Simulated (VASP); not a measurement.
HC4: single point with PBE+D3(BJ)

HC4, a slab with vacuum:

```
CELL_PARAMETERS angstrom
4.93130 0.00000 0.00000
-2.46565 4.27064 0.00000
0.00000 0.00000 18.00003
ATOMIC_POSITIONS crystal
C 0.33333 0.16667 0.22222
C 0.33333 0.66667 0.22222
C 0.83333 0.16667 0.22222
C 0.83333 0.66667 0.22222
C 0.16667 0.33333 0.22222
C 0.16667 0.83333 0.22222
C 0.66667 0.33333 0.22222
C 0.66667 0.83333 0.22222
H 0.14586 0.16667 0.28278
H 0.52081 0.16667 0.28278
```

```yaml
Program: VASP 6.6.1
Task: single point
Functional: PBE
Dispersion: D3(BJ)
Potentials_or_basis: VASP PAW PBE potentials, release 64 (C, H)
Cutoff: 520 eV
k_mesh: 6 × 6 × 1
Occupations: gaussian, width 0.1 eV
Spin: no spin polarisation
```

The largest force is 2.586 eV/Å, the band gap on the k mesh is zero (bands 17 and 18 overlap by 0.53 eV) and the dispersion energy per atom is -0.078 eV.

Forces in eV/Å, atoms in the order of the input:
```
C    0.000 -1.849 -0.048
C   -0.260  1.273  0.011
C    0.000 -1.499 -1.529
C    0.260  1.273  0.011
C   -1.467  0.315  0.900
C    0.000 -2.432 -0.877
C    1.467  0.315  0.900
C    0.000  0.221 -0.100
H    0.047  1.191  0.366
H   -0.047  1.191  0.366
```

Levels at points of the mesh, in eV from the Fermi level:
| k point | band 15 | band 16 | band 17 | band 18 | band 19 | band 20 |
| --- | --- | --- | --- | --- | --- | --- |
| (0.00, 0.00, 0.00) | -4.15 | -3.70 | -1.24 | -0.27 | 0.34 | 0.67 |
| (0.50, 0.00, 0.00) | -4.59 | -4.32 | 0.26 | 1.20 | 1.59 | 2.39 |
| (0.00, 0.50, 0.00) | -5.29 | -4.38 | 0.19 | 0.66 | 1.63 | 3.55 |

It took 3.5 min on 1 thread of Intel(R) Xeon(R) Platinum 8488C (Sapphire Rapids), with other jobs on the host, peak memory 0.56 GiB.
